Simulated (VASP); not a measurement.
Nb: single point with r2SCAN

Nb:

```xyz
1
Lattice="-1.6767 1.6767 1.6767 1.6767 -1.6767 1.6767 1.6767 1.6767 -1.6767" Properties=species:S:1:pos:R:3 pbc="T T T"
Nb    0.0000    0.0000    0.0000
```

```
Program                : VASP 6.6.1
Task                   : single point
Functional             : r2SCAN
Potentials or basis    : VASP PAW PBE potentials, release 64 (Nb_sv)
Cutoff                 : 520 eV
k mesh                 : 14 × 14 × 14
Occupations            : fermi-dirac, width 0.1 eV
Spin                   : no spin polarisation
Dipole correction      : no
Further INCAR settings : ALGO = Normal; EDIFF = 1e-07; NBANDS = 12
```

```
Pressure : -7.0 GPa
```

Levels at points of the mesh, in eV from the Fermi level:
```tsv
k point	band 3	band 4	band 5	band 6	band 7	band 8	band 9	band 10
(0.00, 0.00, 0.00)	-30.87	-30.87	-6.22	0.44	0.44	0.44	3.41	3.41
(0.50, 0.00, 0.00)	-31.27	-30.88	-3.73	-1.59	2.01	3.40	4.09	6.27
(0.50, 0.50, 0.50)	-31.73	-31.73	-3.63	-3.63	5.53	5.53	5.53	9.11
```

It took 73 s on 1 thread of Intel(R) Xeon(R) Platinum 8259CL CPU @ 2.50GHz (Skylake/Cascade Lake) (shared host), peak memory 0.16 GiB.

Caveat: the PAW data sets were made with another functional, which shifts forces and pressure a little.
